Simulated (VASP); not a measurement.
# WC (I4mm) in VASP: further runs

WC is run at these levels: r2SCAN; tasks: single point.

All numbers are computed with VASP 6.6.1; they aren't measurements. Logs are shortened: lines on timing, memory, paths and dates and some standing lists are left out, and cuts for length are marked.

## 1. The cell of the first run

It takes space group I4mm (No. 107, tetragonal). The conventional cell has a = 3.101 Å, b = 3.101 Å, c = 4.385 Å, α = 90.00°, β = 90.00°, γ = 90.00°. Within 2.8 Å of W (site symmetry 4mm) lie 6 C at 2.09 to 2.29 Å. C (site symmetry 4mm) has 6 W at 2.09 to 2.29 Å within 2.8 Å.

## 2. Single point, r2SCAN

Input file POSCAR:

```
WC
1.0
    0.0000000000      2.1926840000      2.1926840000
    2.1926840000      0.0000000000      2.1926840000
    2.1926840000      2.1926840000      0.0000000000
W C
1 1
Direct
    0.0228031034      0.0228031034     -0.0228031034
    0.5000000000      0.5000000000      0.5000000000
```

Input file INCAR.step1:

```
ALGO = Normal
EDIFF = 1E-4
ENCUT = 520
GGA = PE
ISMEAR = 0
LASPH = True
LCHARG = False
LREAL = False
LWAVE = True
NBANDS = 16
NELM = 80
PREC = Accurate
SIGMA = 0.15
```

Input file INCAR.step2:

```
ALGO = Normal
EDIFF = 1E-7
ENCUT = 520
ISIF = 2
ISMEAR = 0
ISTART = 1
LASPH = True
LCHARG = True
LELF = True
LMIXTAU = True
LREAL = False
LVHAR = True
LWAVE = False
METAGGA = R2SCAN
NBANDS = 16
NELM = 80
PREC = Accurate
SIGMA = 0.15
```

Input file KPOINTS:

```
k-points
0
Gamma
  18 18 18
```

Potentials or basis: VASP PAW PBE potentials, release 64 (W_sv, C).

The run is started by

```
> cat potpaw_PBE.64/W_sv/POTCAR potpaw_PBE.64/C/POTCAR > POTCAR
> cp INCAR.step1 INCAR
> mpirun -np 1 vasp_std > vasp.out
> cp INCAR.step2 INCAR
> mpirun -np 1 vasp_std > vasp.out
```

OUTCAR:

```text
EDIFF = 1E-7
   ENCUT = 520
   ISIF = 2
   ISMEAR = 0
   ISTART = 1
   LASPH = True
   LREAL = False
   METAGGA = R2SCAN
   NELM = 80
   PREC = Accurate

 ion  position               nearest neighbor table
   1  0.023  0.023  0.977-   2 2.09   2 2.19   2 2.19   2 2.19   2 2.19   2 2.29
   2  0.500  0.500  0.500-   1 2.09   1 2.19   1 2.19   1 2.19   1 2.19   1 2.29

  LATTYP: Found a face centered cubic cell.
 ALAT       =     4.3853680000

  Lattice vectors:

 A1 = (   0.0000000000,   2.1926840000,   2.1926840000)
 A2 = (   2.1926840000,   0.0000000000,   2.1926840000)
 A3 = (   2.1926840000,   2.1926840000,   0.0000000000)

Analysis of symmetry for initial positions (statically):
=====================================================================
 Subroutine PRICEL returns:
 Original cell was already a primitive cell.

 Routine SETGRP: Setting up the symmetry group for a
 face centered cubic supercell.

 Subroutine GETGRP returns: Found  8 space group operations
 (whereof  8 operations were pure point group operations)
 out of a pool of 48 trial point group operations.

The static configuration has the point symmetry C_4v.

Analysis of symmetry for dynamics (positions and initial velocities):
=====================================================================
 Subroutine PRICEL returns:
 Original cell was already a primitive cell.

 Routine SETGRP: Setting up the symmetry group for a
 face centered cubic supercell.

 Subroutine GETGRP returns: Found  8 space group operations
 (whereof  8 operations were pure point group operations)
 out of a pool of 48 trial point group operations.

The dynamic configuration has the point symmetry C_4v.

 Subroutine INISYM returns: Found  8 space group operations
 (whereof  8 operations are pure point group operations),
 and found     1 'primitive' translations

----------------------------------------------------------------------------------------

                                     Primitive cell

  volume of cell :      21.0842

  direct lattice vectors                    reciprocal lattice vectors
     0.000000000  2.192684000  2.192684000    -0.228031034  0.228031034  0.228031034
     2.192684000  0.000000000  2.192684000     0.228031034 -0.228031034  0.228031034
     2.192684000  2.192684000  0.000000000     0.228031034  0.228031034 -0.228031034

  length of vectors
     3.100923451  3.100923451  3.100923451     0.394961337  0.394961337  0.394961337

  position of ions in fractional coordinates (direct lattice)
     0.022803103  0.022803103  0.977196897
     0.500000000  0.500000000  0.500000000

  ion indices of the primitive-cell ions
   primitive index   ion index
                 1           1
                 2           2

----------------------------------------------------------------------------------------

 KPOINTS: k-points

Automatic generation of k-mesh.
 Grid dimensions read from file:
 generate k-points for:   18   18   18

 Generating k-lattice:

  Cartesian coordinates                     Fractional coordinates (reciprocal lattice)
    -0.012668391  0.012668391  0.012668391     0.055555556  0.000000000  0.000000000
     0.012668391 -0.012668391  0.012668391     0.000000000  0.055555556  0.000000000
     0.012668391  0.012668391 -0.012668391     0.000000000  0.000000000  0.055555556

  Length of vectors
     0.021942296  0.021942296  0.021942296

  Shift w.r.t. Gamma in fractional coordinates (k-lattice)
     0.000000000  0.000000000  0.000000000

 Subroutine IBZKPT returns following result:
 ===========================================

 Found    480 irreducible k-points:

 Following reciprocal coordinates:
            Coordinates               Weight
  0.000000  0.000000  0.000000      1.000000
  0.055556  0.000000  0.000000      8.000000
  0.111111  0.000000  0.000000      8.000000
  0.166667  0.000000  0.000000      8.000000
  0.222222  0.000000  0.000000      8.000000
  0.277778  0.000000  0.000000      8.000000
[... 16 lines left out ...]
  0.388889  0.055556  0.000000      8.000000
  0.000000  0.388889  0.055556     16.000000
 [... further k-points ...]
   k-points           NKPTS =    480   k-points in BZ     NKDIM =    480   number of bands    NBANDS=     16
   number of dos      NEDOS =    301   number of ions     NIONS =      2
   total plane-waves  NPLWV =  13824
   dimension x,y,z NGX =    24 NGY =   24 NGZ =   24
   dimension x,y,z NGXF=    48 NGYF=   48 NGZF=   48
   ions per type =               1   1
   NGX,Y,Z   is equivalent  to a cutoff of  12.87, 12.87, 12.87 a.u.
   NGXF,Y,Z  is equivalent  to a cutoff of  25.73, 25.73, 25.73 a.u.
 SYSTEM =  unknown system
   PREC   = accura    normal or accurate (medium, high low for compatibility)
   ISTART =      1    job   : 0-new  1-cont  2-samecut
   ICHARG =      0    charge: 1-file 2-atom 10-const
   ISPIN  =      1    spin polarized calculation?
   LNONCOLLINEAR =      F non collinear calculations
   LSORBIT =      F    spin-orbit coupling
   LASPH  =      T    aspherical Exc in radial PAW
   ENCUT  =  520.0 eV  38.22 Ry    6.18 a.u.   5.77  5.77  5.77*2*pi/ulx,y,z
   NELM   =     80;   NELMIN=  2; NELMDL=  0     # of ELM steps
   EDIFF  = 0.1E-06   stopping-criterion for ELM
   LREAL  =      F    real-space projection
   EDIFFG = 0.1E-05   stopping-criterion for IOM
   NSW    =      0    number of steps for IOM
   IBRION =     -1    ionic relax: 0-MD 1-quasi-New 2-CG
   NFREE  =      0    steps in history (QN), initial steepest desc. (CG)
   ISIF   =      2    stress and relaxation
   ISYM   =      2    0-nonsym 1-usesym 2-fastsym
   POTIM  = 0.5000    time-step for ionic-motion
   TEBEG  =    0.0;   TEEND  =   0.0 temperature during run
   PSTRESS=    0.0 pullay stress
   NELECT =      18.0000    total number of electrons
   NUPDOWN=      -1.0000    fix difference up-down
   EMIN   =  10.00;   EMAX   =-10.00  energy-range for DOS
   EFERMI =   0.00;   METHOD = LEGACY
   ISMEAR =     0;   SIGMA  =   0.15  broadening in eV -4-tet -1-fermi 0-gaus
   EFERMI_NEDOS =   21; number of points for ismear=-14 and -15
   IALGO  =     38    algorithm
   IMIX   =      4    mixing-type and parameters
     AMIX     =   0.40;   BMIX     =  1.00
     AMIX_MAG =   1.60;   BMIX_MAG =  1.00
  volume/ion in A,a.u.               =      10.54        71.14
  Fermi-wavevector in a.u.,A,eV,Ry     =   1.553029  2.934800 32.815887  2.411900
  Thomas-Fermi vector in A             =   2.657319
   LORBIT       =      0    0 simple, 1 ext, 2 COOP (PROOUT), +10 PAW based schemes
   METAGGA = R2SCAN    functional components
   LHFCALC =     F    Hartree Fock is set to
   AEXX    =    0.0000 exact exchange contribution
   IVDW    =     0    specifies the selected vdW correction
   LEPSILON=     F    determine dielectric tensor
   LRPA    =     F    only Hartree local field effects (RPA)
 non-spin polarized calculation
 Gauss-broadening in eV      SIGMA  =   0.15
  energy-cutoff  :      520.00
  volume of cell :       21.08
 maximum number of plane-waves:       588
   NGX = 11   NGY = 11   NGZ = 11

 number of electron      18.0000001 magnetization

 Free energy of the ion-electron system (eV)
  ---------------------------------------------------
  ext. energy  EPLUGINS =         0.00000000
  ---------------------------------------------------
  free energy    TOTEN  =       -60.60101693 eV

  energy without entropy =      -60.59232610  energy(sigma->0) =      -60.59667151

 E-fermi :  12.3736     XC(G=0): -14.8454

 val. band max:       12.3574758219   @ k =  -0.3333   0.4444   0.2222
 cond. band min:      12.3761671236   @ k =   0.0000  -0.1667   0.0556
 fundamental gap:      0.0186913017
 Fermi energy:        12.3736427660

 k-point     1 :       0.0000    0.0000    0.0000
  band No.  band energies     occupation
      1     -65.0455      2.00000
      2     -28.3925      2.00000
      3     -28.3815      2.00000
      4     -28.3815      2.00000
      5      -4.2988      2.00000
      6       9.2819      2.00000
[... 8 lines left out ...]
     15      22.9507      0.00000
     16      36.1222      0.00000

 k-point     2 :       0.0556    0.0000    0.0000
  band No.  band energies     occupation
      1     -65.0442      2.00000
      2     -28.4067      2.00000
      3     -28.3890      2.00000
      4     -28.3835      2.00000
      5      -4.2093      2.00000
      6       8.9001      2.00000
[... 8 lines left out ...]
     15      23.1576      0.00000
     16      35.1841      0.00000

 k-point     3 :       0.1111    0.0000    0.0000
  band No.  band energies     occupation
      1     -65.0406      2.00000
      2     -28.4619      2.00000
      3     -28.3963      2.00000
      4     -28.3895      2.00000
      5      -3.9455      2.00000
      6       8.1161      2.00000
[... 8 lines left out ...]
     15      23.7332      0.00000
     16      33.3872      0.00000

 k-point     4 :       0.1667    0.0000    0.0000
  band No.  band energies     occupation
      1     -65.0351      2.00000
      2     -28.5472      2.00000
      3     -28.4056      2.00000
      4     -28.3986      2.00000
      5      -3.5219      2.00000
      6       7.2107      2.00000
[... 8 lines left out ...]
     15      24.5188      0.00000
     16      31.6859      0.00000
[... 324 lines left out ...]
 k-point    22 :       0.0000    0.3333    0.0556
  band No.  band energies     occupation
      1     -65.0157      2.00000
      2     -28.8245      2.00000
      3     -28.4491      2.00000
      4     -28.4323      2.00000
      5      -1.7735      2.00000
      6       4.5861      2.00000
[... 8 lines left out ...]
     15      25.8526      0.00000
     16      27.8248      0.00000

 k-point    23 :       0.3889    0.0556    0.0000
  band No.  band energies     occupation
      1     -65.0098      2.00000
      2     -28.9116      2.00000
      3     -28.4508      2.00000
      4     -28.4499      2.00000
      5      -1.0253      2.00000
      6       3.7044      2.00000
[... 8 lines left out ...]
     15      26.2902      0.00000
     16      26.5160      0.00000

 k-point    24 :       0.0000    0.3889    0.0556
  band No.  band energies     occupation
      1     -65.0098      2.00000
      2     -28.9106      2.00000
      3     -28.4570      2.00000
      4     -28.4445      2.00000
      5      -1.0282      2.00000
      6       3.7049      2.00000
[... 8 lines left out ...]
     15      26.2101      0.00000
     16      26.5152      0.00000

 [... further k-points ...]

------------------------ aborting loop because EDIFF is reached ----------------------------------------

  FORCE on cell =-STRESS in cart. coord.  units (eV):
  Direction    XX          YY          ZZ          XY          YZ          ZX
  --------------------------------------------------------------------------------------
  -------------------------------------------------------------------------------------
  Total       -0.5042198     -0.5042198      0.2061323      0.0000000      0.0000000      0.0000000
  in kB      -38.3153069    -38.3153069     15.6638473      0.0000000      0.0000000      0.0000000
  external PRESSURE =     -20.3222555 kB  Pullay stress =       0.0000000 kB

 VOLUME and BASIS-vectors are now :
 -----------------------------------------------------------------------------
  energy-cutoff  :      520.00
  volume of cell :       21.08
      direct lattice vectors                 reciprocal lattice vectors
     0.000000000  2.192684000  2.192684000    -0.228031034  0.228031034  0.228031034
     2.192684000  0.000000000  2.192684000     0.228031034 -0.228031034  0.228031034
     2.192684000  2.192684000  0.000000000     0.228031034  0.228031034 -0.228031034

 POSITION                                       TOTAL-FORCE (eV/Angst)
 -----------------------------------------------------------------------------------
      2.19268      2.19268      0.10000         0.000000      0.000000     -0.613470
      2.19268      2.19268      2.19268         0.000000      0.000000      0.613470
 -----------------------------------------------------------------------------------
    total drift:                               -0.000000     -0.000000      0.000350

  FREE ENERGIE OF THE ION-ELECTRON SYSTEM (eV)
  ---------------------------------------------------
  free  energy   TOTEN  =       -60.6010169308 eV

  energy  without entropy=      -60.5923260972  energy(sigma->0) =      -60.59667151
```

Run time: 6.5 min. Hardware: 1 thread of Intel Xeon 6975P-C, shared host; peak memory 0.28 GiB.

What came out:

| Property | Result |
| --- | --- |
| Free energy | -60.6010 eV |
| Pressure | -2.0 GPa |
| Largest force | 0.613 eV/Å |
| Band gap on the k mesh | zero (band 9 reaches 13.47 eV, above the bottom of band 10 at 10.32 eV) |

Forces in eV/Å, atoms in the order of the input:
```
W    0.000  0.000 -0.613
C    0.000  0.000  0.613
```

Stress tensor (GPa, compression positive):
```
-3.83  0.00  0.00
 0.00 -3.83  0.00
 0.00  0.00  1.57
```

Caveat: the cell differs from its parent crystal (all W atoms moved -0.100 Å, as atom 1 towards its neighbour atom 2 (C) at 2.193 Å); the PAW data sets were made with another functional, which shifts forces and pressure a little; spin-orbit coupling is left out, which moves the levels of the heavy elements.

## 3. Single point, r2SCAN

Changes to POSCAR since step 2:

```diff
@@ -8,3 +8,3 @@
 Direct
-    0.0228031034      0.0228031034     -0.0228031034
+   -0.0171023276     -0.0171023276      0.0171023276
     0.5000000000      0.5000000000      0.5000000000
```

Input file INCAR.step1:

```
SYSTEM = WC
  PREC = Accurate
  ENCUT = 520
  ISMEAR = 0
  SIGMA = 0.15
  LREAL = .False.
  LASPH = .True.
  NELM = 60
  NBANDS = 16
  GGA = PE
  ALGO = Normal
  EDIFF = 1E-4
  LWAVE = .True.
  LCHARG = .False.
```

Input file INCAR.step2:

```
SYSTEM = WC
  PREC = Accurate
  ENCUT = 520
  EDIFF = 1E-7
  ISMEAR = 0
  SIGMA = 0.15
  LREAL = .False.
  LASPH = .True.
  NELM = 60
  ALGO = Normal
  ISIF = 2
  LWAVE = .False.
  LCHARG = .True.
  METAGGA = R2SCAN
  LMIXTAU = .True.
  LELF = .True.
  LVHAR = .True.
  NBANDS = 16
  ISTART = 1
```

Input file KPOINTS:

```
Automatic mesh
0
Gamma
  18 18 18
  0 0 0
```

Potentials or basis: VASP PAW PBE potentials, release 64 (W_sv, C).

The run is started by

```
> cat potpaw_PBE.64/W_sv/POTCAR potpaw_PBE.64/C/POTCAR > POTCAR
> cp INCAR.step1 INCAR
> mpirun -np 1 vasp_std > vasp.out
> cp INCAR.step2 INCAR
> mpirun -np 1 vasp_std > vasp.out
```

Run time: 7 min. Hardware: 1 thread of Intel Xeon 6975P-C, shared host; peak memory 0.28 GiB.

The run converged. Its results:

```
Free energy            : -60.6141 eV
Pressure               : -2.7 GPa
Largest force          : 0.436 eV/Å
Band gap on the k mesh : zero (band 9 reaches 13.48 eV, above the bottom of band 10 at 10.27 eV)
```

Forces in eV/Å, atoms in the order of the input:
```
W    0.000  0.000  0.436
C    0.000  0.000 -0.436
```

Stress tensor (GPa, compression positive):
```
-3.77  0.00  0.00
 0.00 -3.77  0.00
 0.00  0.00 -0.70
```

Levels at points of the mesh, in eV from the Fermi level:
```tsv
k point	band 6	band 7	band 8	band 9	band 10	band 11	band 12	band 13
(0.00, 0.00, 0.00)	-2.99	-2.99	-2.82	-1.88	-1.00	-0.95	-0.95	-0.21
(0.50, 0.00, 0.00)	-10.16	-6.91	-6.90	1.09	1.12	2.51	5.29	9.05
(0.50, 0.50, 0.00)	-5.87	-5.87	-2.68	-2.68	0.88	2.36	2.36	5.57
(0.00, 0.50, 0.50)	-5.97	-5.89	-2.75	-2.56	0.96	2.36	2.36	5.75
```

Caveat: the cell differs from its parent crystal (all W atoms moved +0.075 Å, as atom 1 towards its neighbour atom 2 (C) at 2.193 Å); the PAW data sets were made with another functional, which shifts forces and pressure a little; spin-orbit coupling is left out, which moves the levels of the heavy elements.

(Continued in part 2 of 3.)
